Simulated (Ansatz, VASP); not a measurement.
# One calculation of Pb, two programs

Contents of INCAR:

```
PREC     = Accurate       # precision mode
ENCUT    = 520            # plane-wave cutoff, eV
EDIFF    = 1E-6           # SCF threshold, eV
ISMEAR   = -1             # smearing method
SIGMA    = 0.1            # smearing width, eV
LREAL    = False          # projectors in reciprocal space
LASPH    = True           # aspherical terms in the spheres
NELM     = 100            # most SCF steps
ALGO     = Normal         # electronic algorithm
ISIF     = 2              # what is computed and relaxed
LWAVE    = False          # write WAVECAR
LCHARG   = True           # write CHGCAR
GGA      = RE             # functional
LELF     = True           # ELF
LVHAR    = True         
NBANDS   = 36             # bands
```

The input KPOINTS:

```
regular mesh
0
Gamma
  11 11 3
```

POSCAR

```
Pb
1.0
    3.6565924483      0.0000000000      0.0000000000
   -1.8282962242      3.1667019515      0.0000000000
    0.0000000000      0.0000000000     11.8066522958
Pb
4
Direct
    0.0000000000      0.0000000000      0.0000000000
    0.0000000000      0.0000000000      0.5000000000
    0.3333333333      0.6666666667      0.2500000000
    0.6666666667      0.3333333333      0.7500000000
```

Input for Ansatz:

```yaml
crystal:
  lattice:
    - [3.6565924483, 0.0, 0.0]
    - [-1.8282962242, 3.1667019515, 0.0]
    - [0.0, 0.0, 11.8066522958]
  atoms:
    - { symbol: Pb, position: [0.0, 0.0, 0.0] }
    - { symbol: Pb, position: [0.0, 0.0, 0.5] }
    - { symbol: Pb, position: [0.3333333333, 0.6666666667, 0.25] }
    - { symbol: Pb, position: [0.6666666667, 0.3333333333, 0.75] }
hamiltonian:
  xc: revpbe
  pseudopotentials:
    kind: paw
    azcp:
      Pb: "pseudopotentials/Pb.paw.azcp"
basis:
  ecutwfc: 420
  fft_grid_basis: typed
kpoints:
  mp_grid: { grid: [11, 11, 3], shift: [0, 0, 0] }
magnetization:
  spin_polarized: false
scf:
  occupations: { method: fermi_dirac, width: 0.1 }
  lower_state_search: "off"
output:
  stress: true
```

Alike in both runs: task single point; functional revPBE; k mesh 11 × 11 × 3; occupations fermi-dirac, width 0.1 eV; no spin polarisation.

```csv
,VASP,Ansatz
version,VASP 6.6.1,Ansatz 0.2.0
potentials or method,"VASP PAW PBE potentials, release 64 (Pb_d), cutoff 520 eV","plane waves (420 eV) with PAW, scalar-relativistic"
valence electrons in the cell,56,56
```

|  | VASP | Ansatz | Ansatz less VASP |
| --- | --- | --- | --- |
| pressure (GPa) | -1.4 | -1.3 | +0.06 |
| traceless stress, the component that is largest in VASP (GPa) | 0.11 | 0.12 | +0.004 |

VASP's potentials were made for PBE, not for revPBE.

Neither program's run includes spin-orbit coupling.
